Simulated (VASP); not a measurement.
# CdTe (I-4m2) in VASP: further runs, part 2 of 2

VASP 6.6.1. Earlier steps stand in the parts before.

## 3. Single point, PBE (strain -0.030 along x and y, +0.000 along z)

The input, INCAR:

```
PREC = Accurate ; ENCUT = 520
EDIFF = 1E-6 ; ISMEAR = 0
SIGMA = 0.05 ; LREAL = False
LASPH = True ; NELM = 80
ALGO = Normal ; ISIF = 2
LWAVE = False ; LCHARG = True
GGA = PE ; LELF = True
LVHAR = True ; NBANDS = 16
```

The input, KPOINTS:

```
Automatic mesh
0
Gamma
  8 8 8
```

The input, POSCAR:

```
CdTe
1.0
    0.0000000000      3.1088500000      3.2050000000
    3.1088500000      0.0000000000      3.2050000000
    3.1088500000      3.1088500000      0.0000000000
Cd Te
1 1
Direct
    0.0000000000      0.0000000000      0.0000000000
    0.7500000000      0.7500000000      0.7500000000
```

Potentials or basis: VASP PAW PBE potentials, release 64 (Cd, Te).

Run with:

```bash
> cat potpaw_PBE.64/Cd/POTCAR potpaw_PBE.64/Te/POTCAR > POTCAR
> mpirun -np 1 vasp_std > vasp.out
```

OUTCAR:

```text
PREC = Accurate
   ENCUT = 520
   EDIFF = 1E-6
   ISMEAR = 0
   LREAL = False
   LASPH = True
   NELM = 80
   ISIF = 2
   GGA = PE

 ion  position               nearest neighbor table
   1  0.000  0.000  0.000-   2 2.72   2 2.72   2 2.72   2 2.72
   2  0.750  0.750  0.750-   1 2.72   1 2.72   1 2.72   1 2.72

  LATTYP: Found a body centered tetragonal cell.
 ALAT       =     4.3965778334
 C/A-ratio  =     1.4579521262

  Lattice vectors:

 A1 = (  -3.1088500000,   0.0000000000,   3.2050000000)
 A2 = (   3.1088500000,   0.0000000000,   3.2050000000)
 A3 = (   0.0000000000,   3.1088500000,  -3.2050000000)

Analysis of symmetry for initial positions (statically):
=====================================================================
 Subroutine PRICEL returns:
 Original cell was already a primitive cell.

 Routine SETGRP: Setting up the symmetry group for a
 body centered tetragonal supercell.

 Subroutine GETGRP returns: Found  8 space group operations
 (whereof  8 operations were pure point group operations)
 out of a pool of 16 trial point group operations.

[... 156 lines left out ...]
  ---------------------------------------------------
  ext. energy  EPLUGINS =         0.00000000
  ---------------------------------------------------
  free energy    TOTEN  =        -4.57487232 eV

  energy without entropy =       -4.57487232  energy(sigma->0) =       -4.57487232

 E-fermi :   3.5353     XC(G=0):  -9.0104

 val. band max:        3.2944248394   @ k =   0.0000   0.0000   0.0000
 cond. band min:       4.3176374796   @ k =   0.0000   0.0000   0.0000
 fundamental gap:      1.0232126402
 Fermi energy:         3.5353193887

 k-point     1 :       0.0000    0.0000    0.0000
  band No.  band energies     occupation
      1      -8.5026      2.00000
      2      -5.4092      2.00000
      3      -5.4007      2.00000
      4      -5.4007      2.00000
      5      -5.0718      2.00000
      6      -5.0628      2.00000
[... 433 lines left out ...]
      3      -5.3118      2.00000
      4      -5.1084      2.00000
      5      -5.0530      2.00000
      6      -4.9062      2.00000
[... 8 lines left out ...]
     15      12.6064      0.00000
     16      13.2760      0.00000

 [... further k-points ...]
[... 5 lines left out ...]
  --------------------------------------------------------------------------------------
  -------------------------------------------------------------------------------------
  Total        3.2080602      3.2080602      3.0810688      0.0000000      0.0000000      0.0000000
  in kB       82.9651152     82.9651152     79.6809337      0.0000000      0.0000000      0.0000000
  external PRESSURE =      81.8703880 kB  Pullay stress =       0.0000000 kB

 VOLUME and BASIS-vectors are now :
 -----------------------------------------------------------------------------
  energy-cutoff  :      520.00
  volume of cell :       61.95
      direct lattice vectors                 reciprocal lattice vectors
     0.000000000  3.108850000  3.205000000    -0.160831176  0.160831176  0.156006240
     3.108850000  0.000000000  3.205000000     0.160831176 -0.160831176  0.156006240
     3.108850000  3.108850000  0.000000000     0.160831176  0.160831176 -0.156006240

 POSITION                                       TOTAL-FORCE (eV/Angst)
 -----------------------------------------------------------------------------------
      0.00000      0.00000      0.00000         0.000000      0.000000      0.000000
      4.66327      4.66327      4.80750        -0.000000     -0.000000     -0.000000
 -----------------------------------------------------------------------------------
    total drift:                                0.000000      0.000000     -0.000000

  FREE ENERGIE OF THE ION-ELECTRON SYSTEM (eV)
  ---------------------------------------------------
  free  energy   TOTEN  =        -4.5748723226 eV

  energy  without entropy=       -4.5748723226  energy(sigma->0) =       -4.57487232
```

Run time: 49 s. Hardware: 1 thread of Intel Xeon Platinum 8259CL at 2.50GHz (Skylake/Cascade Lake), shared host; peak memory 0.24 GiB.

What came out:

- Free energy: -4.5749 eV
- Pressure: 8.2 GPa
- Band gap on the k mesh: 1.02 eV, direct

Stress tensor (GPa, compression positive):
```
8.30 0.00 0.00
0.00 8.30 0.00
0.00 0.00 7.97
```

Caveat: the cell differs from its parent crystal (strain -0.030 along x and y, +0.000 along z); spin-orbit coupling is left out, which moves the levels of the heavy elements.

## 4. Single point, PBE (strain -0.015 along x and y, -0.030 along z)

The input, INCAR:

```
  PREC = Accurate
  ENCUT = 520
  EDIFF = 1E-6
  ISMEAR = 0
  SIGMA = 0.05
  LREAL = F
  LASPH = T
  NELM = 80
  ALGO = Normal
  ISIF = 2
  LWAVE = F
  LCHARG = T
  GGA = PE
  LELF = T
  LVHAR = T
  NBANDS = 16
```

KPOINTS is that of step 3.

The input, POSCAR:

```
CdTe
1.0
    0.0000000000      3.1569250000      3.1088500000
    3.1569250000      0.0000000000      3.1088500000
    3.1569250000      3.1569250000      0.0000000000
Cd Te
1 1
Direct
    0.0000000000      0.0000000000      0.0000000000
    0.7500000000      0.7500000000      0.7500000000
```

Run with:

```bash
> cat potpaw_PBE.64/Cd/POTCAR potpaw_PBE.64/Te/POTCAR > POTCAR
> mpirun -np 1 vasp_std > vasp.out
```

It took 55 s on 1 thread of Intel Xeon Platinum 8259CL at 2.50GHz (Skylake/Cascade Lake), shared host; peak memory 0.24 GiB.

It converged, with:

```yaml
Free_energy: -4.5765 eV
Pressure: 8.2 GPa
Band_gap_on_the_k_mesh: 1.03 eV, direct
```

Stress tensor (GPa, compression positive):
```
8.14 0.00 0.00
0.00 8.14 0.00
0.00 0.00 8.28
```

Levels at points of the mesh, in eV from the valence-band top:
```csv
k point,band 5,band 6,band 7,band 8,band 9,band 10,band 11,band 12,band 13,band 14
"(0.00, 0.00, 0.00)",-8.36,-8.36,-0.05,-0.05,0.00,1.03,4.49,4.49,4.49,7.54
"(0.50, 0.00, 0.00)",-8.35,-7.92,-5.03,-1.00,-0.92,1.87,5.05,5.15,7.06,9.00
"(0.50, 0.50, 0.00)",-8.32,-7.73,-4.77,-2.29,-2.29,2.30,2.50,9.42,9.57,9.57
"(0.50, 0.00, 0.50)",-8.32,-7.76,-4.85,-2.23,-2.21,2.37,2.63,9.30,9.51,9.62
```

Caveat: the cell differs from its parent crystal (strain -0.015 along x and y, -0.030 along z); spin-orbit coupling is left out, which moves the levels of the heavy elements.

## 5. Summary

```csv
cell,gap on the mesh (eV),pressure (GPa)
"a = 4.431, b = 4.431, c = 4.397 Å, angles 60.3, 60.3, 59.5°, 2 atoms",1.09,9.3
"a = 4.465, b = 4.465, c = 4.397 Å, angles 60.5, 60.5, 59.0°, 2 atoms",1.02,8.2
"a = 4.431, b = 4.431, c = 4.465 Å, angles 59.7, 59.7, 60.5°, 2 atoms",1.03,8.2
```

Alike in all rows: task single point; level PBE; potentials or basis VASP PAW PBE potentials, release 64 (Cd, Te); no spin polarisation; k mesh 8 × 8 × 8; cutoff (eV) 520; smearing gaussian 0.05 eV.

Caveats: spin-orbit coupling is left out, which moves the levels of the heavy elements.

Absolute energies hang on the potentials; compare differences alone.
